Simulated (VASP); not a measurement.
# Cl (Pm-3m) in VASP: a series of runs

Cl is run at these levels: PBEsol; tasks: single point.

All numbers are computed with VASP 6.6.1; they aren't measurements. Logs are shortened: lines on timing, memory, paths and dates and some standing lists are left out, and cuts for length are marked.

## Step 1: The cell of the first run

Symmetry: Pm-3m, No. 221, cubic system. The conventional cell has a = 2.053 Å, b = 2.053 Å, c = 2.053 Å, α = 90.00°, β = 90.00°, γ = 90.00°. Within 2.7 Å of Cl (site symmetry m-3m) lie 6 Cl at 2.05 Å.

## Step 2: Single point, PBEsol (volume scaled by 0.4)

The input, INCAR:

```
SYSTEM = Cl
ALGO = Normal
EDIFF = 1E-6
ENCUT = 520
GGA = PS
ISIF = 2
ISMEAR = -1
LASPH = .TRUE.
LCHARG = .TRUE.
LELF = .TRUE.
LREAL = .FALSE.
LVHAR = .TRUE.
LWAVE = .FALSE.
NBANDS = 10
NELM = 100
PREC = Accurate
SIGMA = 0.08
```

The input, KPOINTS:

```
k-points
0
G
  15 15 15
  0 0 0
```

The input, POSCAR:

```
Cl
1.0
    2.0529811761      0.0000000000      0.0000000000
    0.0000000000      2.0529811761      0.0000000000
    0.0000000000      0.0000000000      2.0529811761
Cl
1
Direct
    0.0000000000      0.0000000000      0.0000000000
```

Potentials or basis: VASP PAW PBE potentials, release 64 (Cl).

Started as:

```console
> cat potpaw_PBE.64/Cl/POTCAR > POTCAR
> mpirun -np 1 vasp_std > vasp.out
```

OUTCAR:

```text
SYSTEM = Cl
   EDIFF = 1E-6
   ENCUT = 520
   GGA = PS
   ISIF = 2
   ISMEAR = -1
   LASPH = .TRUE.
   LREAL = .FALSE.
   NELM = 100
   PREC = Accurate

 ion  position               nearest neighbor table
   1  0.000  0.000  0.000-

  LATTYP: Found a simple cubic cell.
 ALAT       =     2.0529811761

  Lattice vectors:

 A1 = (   2.0529811761,   0.0000000000,   0.0000000000)
 A2 = (   0.0000000000,   2.0529811761,   0.0000000000)
 A3 = (   0.0000000000,   0.0000000000,   2.0529811761)

Analysis of symmetry for initial positions (statically):
=====================================================================
 Subroutine PRICEL returns:
 Original cell was already a primitive cell.

 Routine SETGRP: Setting up the symmetry group for a
 simple cubic supercell.

 Subroutine GETGRP returns: Found 48 space group operations
 (whereof 48 operations were pure point group operations)
 out of a pool of 48 trial point group operations.

The static configuration has the point symmetry O_h .

Analysis of symmetry for dynamics (positions and initial velocities):
=====================================================================
 Subroutine PRICEL returns:
 Original cell was already a primitive cell.

 Routine SETGRP: Setting up the symmetry group for a
 simple cubic supercell.

 Subroutine GETGRP returns: Found 48 space group operations
 (whereof 48 operations were pure point group operations)
 out of a pool of 48 trial point group operations.

The dynamic configuration has the point symmetry O_h .

 Subroutine INISYM returns: Found 48 space group operations
 (whereof 48 operations are pure point group operations),
 and found     1 'primitive' translations

----------------------------------------------------------------------------------------

                                     Primitive cell

  volume of cell :       8.6528

  direct lattice vectors                    reciprocal lattice vectors
     2.052981176  0.000000000  0.000000000     0.487096527  0.000000000  0.000000000
     0.000000000  2.052981176  0.000000000     0.000000000  0.487096527  0.000000000
     0.000000000  0.000000000  2.052981176     0.000000000  0.000000000  0.487096527

  length of vectors
     2.052981176  2.052981176  2.052981176     0.487096527  0.487096527  0.487096527

  position of ions in fractional coordinates (direct lattice)
     0.000000000  0.000000000  0.000000000

  ion indices of the primitive-cell ions
   primitive index   ion index
                 1           1

----------------------------------------------------------------------------------------

 KPOINTS: k-points

Automatic generation of k-mesh.
 Grid dimensions read from file:
 generate k-points for:   15   15   15

 Generating k-lattice:

  Cartesian coordinates                     Fractional coordinates (reciprocal lattice)
     0.032473102  0.000000000  0.000000000     0.066666667  0.000000000  0.000000000
     0.000000000  0.032473102  0.000000000     0.000000000  0.066666667  0.000000000
     0.000000000  0.000000000  0.032473102     0.000000000  0.000000000  0.066666667

  Length of vectors
     0.032473102  0.032473102  0.032473102

  Shift w.r.t. Gamma in fractional coordinates (k-lattice)
     0.000000000  0.000000000  0.000000000

 Subroutine IBZKPT returns following result:
 ===========================================

 Found    120 irreducible k-points:

 Following reciprocal coordinates:
            Coordinates               Weight
  0.000000  0.000000  0.000000      1.000000
  0.066667  0.000000  0.000000      6.000000
  0.133333  0.000000  0.000000      6.000000
  0.200000  0.000000  0.000000      6.000000
  0.266667  0.000000  0.000000      6.000000
  0.333333  0.000000  0.000000      6.000000
[... 16 lines left out ...]
  0.266667  0.200000  0.000000     24.000000
  0.333333  0.200000  0.000000     24.000000
 [... further k-points ...]
   k-points           NKPTS =    120   k-points in BZ     NKDIM =    120   number of bands    NBANDS=     10
   number of dos      NEDOS =    301   number of ions     NIONS =      1
   total plane-waves  NPLWV =   4096
   dimension x,y,z NGX =    16 NGY =   16 NGZ =   16
   dimension x,y,z NGXF=    32 NGYF=   32 NGZF=   32
   ions per type =               1
   NGX,Y,Z   is equivalent  to a cutoff of  12.96, 12.96, 12.96 a.u.
   NGXF,Y,Z  is equivalent  to a cutoff of  25.91, 25.91, 25.91 a.u.
 SYSTEM =  Cl
   PREC   = accura    normal or accurate (medium, high low for compatibility)
   ISTART =      0    job   : 0-new  1-cont  2-samecut
   ICHARG =      2    charge: 1-file 2-atom 10-const
   ISPIN  =      1    spin polarized calculation?
   LNONCOLLINEAR =      F non collinear calculations
   LSORBIT =      F    spin-orbit coupling
   LASPH  =      T    aspherical Exc in radial PAW
   ENCUT  =  520.0 eV  38.22 Ry    6.18 a.u.   3.82  3.82  3.82*2*pi/ulx,y,z
   NELM   =    100;   NELMIN=  2; NELMDL= -5     # of ELM steps
   EDIFF  = 0.1E-05   stopping-criterion for ELM
   LREAL  =      F    real-space projection
   EDIFFG = 0.1E-04   stopping-criterion for IOM
   NSW    =      0    number of steps for IOM
   IBRION =     -1    ionic relax: 0-MD 1-quasi-New 2-CG
   NFREE  =      0    steps in history (QN), initial steepest desc. (CG)
   ISIF   =      2    stress and relaxation
   ISYM   =      2    0-nonsym 1-usesym 2-fastsym
   POTIM  = 0.5000    time-step for ionic-motion
   TEBEG  =    0.0;   TEEND  =   0.0 temperature during run
   PSTRESS=    0.0 pullay stress
   NELECT =       7.0000    total number of electrons
   NUPDOWN=      -1.0000    fix difference up-down
   EMIN   =  10.00;   EMAX   =-10.00  energy-range for DOS
   EFERMI =   0.00;   METHOD = LEGACY
   ISMEAR =    -1;   SIGMA  =   0.08  broadening in eV -4-tet -1-fermi 0-gaus
   EFERMI_NEDOS =   21; number of points for ismear=-14 and -15
   IALGO  =     38    algorithm
   IMIX   =      4    mixing-type and parameters
     AMIX     =   0.40;   BMIX     =  1.00
     AMIX_MAG =   1.60;   BMIX_MAG =  1.00
  volume/ion in A,a.u.               =       8.65        58.39
  Fermi-wavevector in a.u.,A,eV,Ry     =   1.525419  2.882624 31.659448  2.326904
  Thomas-Fermi vector in A             =   2.633592
   LORBIT       =      0    0 simple, 1 ext, 2 COOP (PROOUT), +10 PAW based schemes
   GGA     = PS    functional components
   LHFCALC =     F    Hartree Fock is set to
   AEXX    =    0.0000 exact exchange contribution
   IVDW    =     0    specifies the selected vdW correction
   LEPSILON=     F    determine dielectric tensor
   LRPA    =     F    only Hartree local field effects (RPA)
 non-spin polarized calculation
  energy-cutoff  :      520.00
  volume of cell :        8.65
 maximum number of plane-waves:       251
 NGX is ok and might be reduce to    16
   NGX =  7   NGY =  7   NGZ =  7

 number of electron       7.0000004 magnetization

 Free energy of the ion-electron system (eV)
  ---------------------------------------------------
  ext. energy  EPLUGINS =         0.00000000
  ---------------------------------------------------
  free energy    TOTEN  =         3.96841197 eV

  energy without entropy =        3.97754461  energy(sigma->0) =        3.97297829

 E-fermi :  19.6435     XC(G=0): -14.3772

 val. band max:       19.6128792195   @ k =   0.0667   0.0667   0.0000
 cond. band min:      19.6502860229   @ k =   0.4000   0.2000   0.1333
 fundamental gap:      0.0374068034
 Fermi energy:        19.6435345801

 k-point     1 :       0.0000    0.0000    0.0000
  band No.  band energies     occupation
      1      -9.5119      2.00000
      2      19.4068      1.90144
      3      19.4068      1.90144
      4      19.4068      1.90144
      5      23.6432      0.00000
      6      23.6432      0.00000
      7      33.9193      0.00000
      8      48.5606      0.00000
      9      48.5606      0.00000
     10      48.5606      0.00000

 k-point     2 :       0.0667    0.0000    0.0000
  band No.  band energies     occupation
      1      -9.3735      2.00000
      2      17.4538      2.00000
      3      19.5099      1.68330
      4      19.5099      1.68330
      5      23.7540      0.00000
      6      25.5057      0.00000
      7      34.3170      0.00000
      8      47.3808      0.00000
      9      47.3808      0.00000
     10      48.6392      0.00000

 k-point     3 :       0.1333    0.0000    0.0000
  band No.  band energies     occupation
      1      -8.9605      2.00000
      2      14.3368      2.00000
      3      19.8142      0.21179
      4      19.8142      0.21179
      5      24.0793      0.00000
      6      28.2159      0.00000
      7      35.6042      0.00000
      8      44.8619      0.00000
      9      44.8619      0.00000
     10      48.8674      0.00000

 k-point     4 :       0.2000    0.0000    0.0000
  band No.  band energies     occupation
      1      -8.2802      2.00000
      2      11.2125      2.00000
      3      20.3023      0.00053
      4      20.3023      0.00053
      5      24.5960      0.00000
      6      30.4315      0.00000
      7      37.7906      0.00000
      8      42.0814      0.00000
      9      42.0814      0.00000
     10      49.2199      0.00000
[... 222 lines left out ...]
 k-point    22 :       0.2000    0.2000    0.0000
  band No.  band energies     occupation
      1      -7.0522      2.00000
      2      11.4172      2.00000
      3      13.2703      2.00000
      4      21.1845      0.00000
      5      28.4582      0.00000
      6      33.5159      0.00000
      7      36.1719      0.00000
      8      41.2901      0.00000
      9      42.6754      0.00000
     10      43.1916      0.00000

 k-point    23 :       0.2667    0.2000    0.0000
  band No.  band energies     occupation
      1      -6.1235      2.00000
      2       9.1841      2.00000
      3      13.3407      2.00000
      4      21.8092      0.00000
      5      28.9383      0.00000
      6      31.4509      0.00000
      7      38.5580      0.00000
      8      40.3294      0.00000
      9      42.6561      0.00000
     10      43.5262      0.00000

 k-point    24 :       0.3333    0.2000    0.0000
  band No.  band energies     occupation
      1      -4.9811      2.00000
      2       6.6210      2.00000
      3      14.1117      2.00000
      4      22.5083      0.00000
      5      27.8369      0.00000
      6      31.1816      0.00000
      7      38.1105      0.00000
      8      40.0382      0.00000
      9      43.7218      0.00000
     10      44.1310      0.00000

 [... further k-points ...]
[... 5 lines left out ...]
  --------------------------------------------------------------------------------------
  -------------------------------------------------------------------------------------
  Total       13.1349762     13.1349762     13.1349762      0.0000000      0.0000000     -0.0000000
  in kB     2432.1198472   2432.1198472   2432.1198472      0.0000000      0.0000000     -0.0000000
  external PRESSURE =    2432.1198472 kB  Pullay stress =       0.0000000 kB

 VOLUME and BASIS-vectors are now :
 -----------------------------------------------------------------------------
  energy-cutoff  :      520.00
  volume of cell :        8.65
      direct lattice vectors                 reciprocal lattice vectors
     2.052981176  0.000000000  0.000000000     0.487096527  0.000000000  0.000000000
     0.000000000  2.052981176  0.000000000     0.000000000  0.487096527  0.000000000
     0.000000000  0.000000000  2.052981176     0.000000000  0.000000000  0.487096527

 POSITION                                       TOTAL-FORCE (eV/Angst)
 -----------------------------------------------------------------------------------
      0.00000      0.00000      0.00000         0.000000      0.000000      0.000000
 -----------------------------------------------------------------------------------
    total drift:                                0.000000      0.000000      0.000000

  FREE ENERGIE OF THE ION-ELECTRON SYSTEM (eV)
  ---------------------------------------------------
  free  energy   TOTEN  =         3.9684119673 eV

  energy  without entropy=        3.9775446097  energy(sigma->0) =        3.97297829
```

It took 4.3 s on 1 thread of AMD EPYC 9R45 (Zen 5), shared host; peak memory 0.08 GiB.

What came out:

| Quantity | Value |
| --- | --- |
| Free energy | 3.9684 eV |
| Pressure | 243.2 GPa |

Levels at points of the mesh, in eV from the Fermi level:
| k point | band 2 | band 3 | band 4 | band 5 | band 6 | band 7 |
| --- | --- | --- | --- | --- | --- | --- |
| (0.00, 0.00, 0.00) | -0.24 | -0.24 | -0.24 | 4.00 | 4.00 | 14.28 |

Caveat: the PAW data sets were made with another functional, which shifts forces and pressure a little; an odd number of electrons without spin polarisation forces a metal; a magnetic or distorted state may lie lower.

## Step 3: Single point, PBEsol (volume scaled by 0.4, source ansatz)

The input, INCAR:

```
PREC = Accurate
ENCUT = 520
EDIFF = 1E-6
ISMEAR = -1
SIGMA = 0.08
LREAL = False
LASPH = True
NELM = 80
ALGO = Normal
ISIF = 2
LWAVE = False
LCHARG = True
GGA = PS
LELF = True
LVHAR = True
NBANDS = 10
```

The input, KPOINTS:

```
regular mesh
0
Gamma
  15 15 15
```

POSCAR is that of step 2.

Potentials or basis: VASP PAW PBE potentials, release 64 (Cl).

Started as:

```console
> cat potpaw_PBE.64/Cl/POTCAR > POTCAR
> mpirun -np 1 vasp_std > vasp.out
```

It took 4.3 s on 1 thread of AMD EPYC 9R45 (Zen 5), shared host; peak memory 0.08 GiB.

It converged, with:

```yaml
Free_energy: 3.9684 eV
Pressure: 243.2 GPa
```

Levels at points of the mesh, in eV from the Fermi level:
```csv
k point,band 2,band 3,band 4,band 5,band 6,band 7
"(0.00, 0.00, 0.00)",-0.24,-0.24,-0.24,4.00,4.00,14.28
```

Caveat: the PAW data sets were made with another functional, which shifts forces and pressure a little; an odd number of electrons without spin polarisation forces a metal; a magnetic or distorted state may lie lower.

[end of part 1 of 3]
